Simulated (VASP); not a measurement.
The system is Os.

```
Os
1.0
     2.49000    0.00000    0.00000
     0.00000    2.49000    0.00000
     0.00000    0.00000    2.49000
Os
1
Cartesian
  0.0000 0.0000 0.0000
```

This isn't the form of Os at room conditions, which is hcp.

```yaml
Program: VASP 6.6.1
Task: relaxation of cell and atoms
Functional: PBEsol
Potentials_or_basis: VASP PAW PBE potentials, release 64 (Os)
Cutoff: 600 eV
k_mesh: 10 × 10 × 10
Occupations: gaussian, width 0.05 eV
Spin: no spin polarisation
```

At the start: pressure 16.6 GPa; volume 15.44 Å³/atom.

**Question.** How do energy, volume and symmetry change on relaxing?

**Answer.** Over 4 steps the energy falls by 38.0 meV/atom and the volume is 16.21 Å³/atom (+5.0 %); space group Pm-3m (No. 221, to 0.1 Å) before and after.

The path:
```csv
step,energy change (eV),largest force (eV/Å),pressure (GPa),volume (Å³)
1,0.0000,0.0000,16.58,15.44
2,0.3585,0.0000,-34.72,19.29
3,-0.0378,0.0000,-1.15,16.27
4,-0.0380,0.0000,-0.08,16.21
```

Final structure:
```cif
data_structure
_symmetry_space_group_name_H-M 'P 1'
_symmetry_Int_Tables_number 1
_cell_length_a 2.5310
_cell_length_b 2.5310
_cell_length_c 2.5310
_cell_angle_alpha 90.000
_cell_angle_beta 90.000
_cell_angle_gamma 90.000
_cell_volume 16.21
loop_
_atom_site_label
_atom_site_type_symbol
_atom_site_fract_x
_atom_site_fract_y
_atom_site_fract_z
_atom_site_occupancy
Os1 Os 0.00000 0.00000 0.00000 1
```

Caveat: the PAW data sets were made with another functional, which shifts forces and pressure a little.
